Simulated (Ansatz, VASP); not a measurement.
**Si3N2: VASP beside Ansatz**

```
Si N
1.0
     1.41372    0.81621    8.67087
    -1.41372    0.81621    8.67087
     0.00000   -1.63242    8.67087
Si N
3 2
Cartesian
  0.0000 0.0000 0.0000
  0.0000 0.0000 5.4425
  0.0000 0.0000 20.5702
  0.0000 0.0000 11.1763
  0.0000 0.0000 14.8364
```

Alike in both runs: functional PBE; k mesh 6 × 6 × 6; occupations gaussian, width 0.1 eV; no spin polarisation.

Ansatz relaxed the structure, and its values are those at the end. VASP's run is a single point on that final structure, the one shown.

```csv
,VASP,Ansatz
version,VASP 6.6.1,Ansatz 0.2.0
potentials or method,"VASP PAW PBE potentials, release 64 (Si, N), cutoff 520 eV","scalar-relativistic, plane waves, PAW"
valence electrons in the cell,22,22
```

VASP gave:

| Item | Value |
| --- | --- |
| gap on the k mesh at the Fermi level (eV) | none |
| pressure (GPa) | 0.0 |
| rms of the force components (eV/Å) | 0.020 |

**Question.** Which values does Ansatz return?

**Answer.** gap on the k mesh at the Fermi level (eV): none; pressure (GPa): 0.1; rms of the force components (eV/Å): 0.012.

A gap of «none» marks a metal or a gap that the smearing closes.

The k mesh is coarse, so the values compare programs but aren't converged.
